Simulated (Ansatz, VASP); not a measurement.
**One calculation of SnSe, two programs**

```xyz
2
Lattice="0.0000 3.0100 3.1153 3.0100 0.0000 3.1153 3.0100 3.0100 0.0000" Properties=species:S:1:pos:R:3 pbc="T T T"
Sn    0.0000    0.0000    0.0000
Se    3.0100    3.0100    3.1153
```

Change from the starting cell: strain +0.0350 x Voigt [0, 0, 1, 0, 0, 0], atoms carried along.

Alike in both runs: task single point; functional r2SCAN; k mesh 10 × 10 × 10; occupations gaussian, width 0.05 eV; no spin polarisation.

```csv
,VASP,Ansatz
version,VASP 6.6.1,Ansatz 0.2.0
potentials or method,"VASP PAW PBE potentials, release 64 (Sn_d, Se), cutoff 520 eV","scalar-relativistic, plane waves, PAW"
valence electrons in the cell,20,30
```

```tsv
	VASP	Ansatz	Ansatz less VASP
gap on the k mesh at the Fermi level (eV)	0.33	0.33	0.000
least direct gap on the mesh (eV)	0.33	0.33	0.000
pressure (GPa)	-1.6	-1.6	+0.01
traceless stress, the component that is largest in VASP (GPa)	-2.24	-2.24	+0.006
```

VASP's potentials were made for PBE, not for r2SCAN. VASP's potentials hold 20 valence electrons a cell and Ansatz's 30, so a difference there can come from the potentials and not from the codes.
